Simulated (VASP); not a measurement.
Here is a VASP 6.6.1 calculation.

Contents of INCAR:

```
SYSTEM = ZnCo
PREC = Accurate ; ENCUT = 520
EDIFF = 1E-6 ; ISMEAR = -1
SIGMA = 0.1 ; LREAL = .FALSE.
LASPH = .TRUE. ; NELM = 150
ALGO = Normal ; ISIF = 2
LWAVE = .FALSE. ; LCHARG = .FALSE.
ISPIN = 2 ; MAGMOM = 0 2
LORBIT = 11 ; LMAXMIX = 4
GGA = CA ; NBANDS = 22
```

KPOINTS

```
regular mesh
0
G
  14 14 8
  0 0 0
```

The input POSCAR:

```
ZnCo
1.0
    2.5172469136      0.0000000000      0.0000000000
   -1.2586234568      2.1799997747      0.0000000000
    0.0000000000      0.0000000000      4.0277156524
Zn Co
1 1
Direct
    0.6666666667      0.3333333333      0.0000000000
    0.0000000000      0.0000000000      0.5000000000
```

Potentials or basis: VASP PAW LDA potentials, release 64 (Zn, Co).

Launch:

```console
$ cat potpaw_LDA.64/Zn/POTCAR potpaw_LDA.64/Co/POTCAR > POTCAR
$ mpirun -np 1 vasp_std > vasp.out
```

Problem. Predict the pressure.

Solution. -0.1 GPa.

Problem. What does it give for the site moments?

Solution. Zn -0.01; Co +0.56 μB.

Stress tensor (GPa, compression positive):
```
 0.42  0.00  0.00
 0.00  0.42  0.00
 0.00  0.00 -1.01
```
